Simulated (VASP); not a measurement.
Wanted: the native input for a VASP 6.6.1 run.

```yaml
Task: single point
Functional: revPBE
Potentials_or_basis: VASP PAW PBE potentials, release 64 (Fe)
Cutoff: 520 eV
k_mesh: 16 × 16 × 5
Occupations: fermi-dirac, width 0.05 eV
Spin: collinear spin, ferrimagnetic start
Starting_moments: "[0.796, 0.796, -1.435, -1.435] μB"
Dipole_correction: no
Further_INCAR_settings: ALGO = Normal; EDIFF = 1e-06; NBANDS = 28
```

The structure of Fe lies in POSCAR:

```
Fe
1.0
    2.5326058439      0.0000000000      0.0000000000
   -1.2663029220      2.1933009986      0.0000000000
    0.0000000000      0.0000000000      8.3306638013
Fe
4
Direct
    0.0000000000      1.0000000000      1.0000000000
    0.0000000000      1.0000000000      0.5000000000
    0.3333333333      0.6666666667      0.2500000000
    0.6666666667      0.3333333333      0.7500000000
```

This isn't the form of Fe at room conditions, which is bcc.

One way to write it, as run:

INCAR

```
SYSTEM = Fe
PREC = Accurate
ENCUT = 520
EDIFF = 1E-6
ISMEAR = -1
SIGMA = 0.05
LREAL = .False.
LASPH = .True.
NELM = 150
ALGO = Normal
ISIF = 2
LWAVE = .False.
LCHARG = .False.
ISPIN = 2
MAGMOM = 0.796 0.796 -1.435 -1.435
LORBIT = 11
LMAXMIX = 4
GGA = RE
NBANDS = 28
```

KPOINTS

```
Automatic mesh
0
Gamma
  16 16 5
  0 0 0
```

Potentials or basis: VASP PAW PBE potentials, release 64 (Fe).

Run with:

```bash
$ cat potpaw_PBE.64/Fe/POTCAR > POTCAR
$ mpirun -np 1 vasp_std > vasp.out
```

It gave:

```yaml
Pressure: -7.3 GPa
Net_moment: -0.99 μB per cell
Site_moments: Fe +1.55, -2.04 (each value once) μB
Valence_electrons_inside_the_program's_atomic_spheres: Fe 7.23, 7.21 (each value once)
```

Caveat: the cell stands under tension; the PAW data sets were made with another functional, which shifts forces and pressure a little.

It took 2.8 min on 1 thread of AMD EPYC 9R45 96-Core Processor (Zen 5) (shared host), peak memory 0.26 GiB.
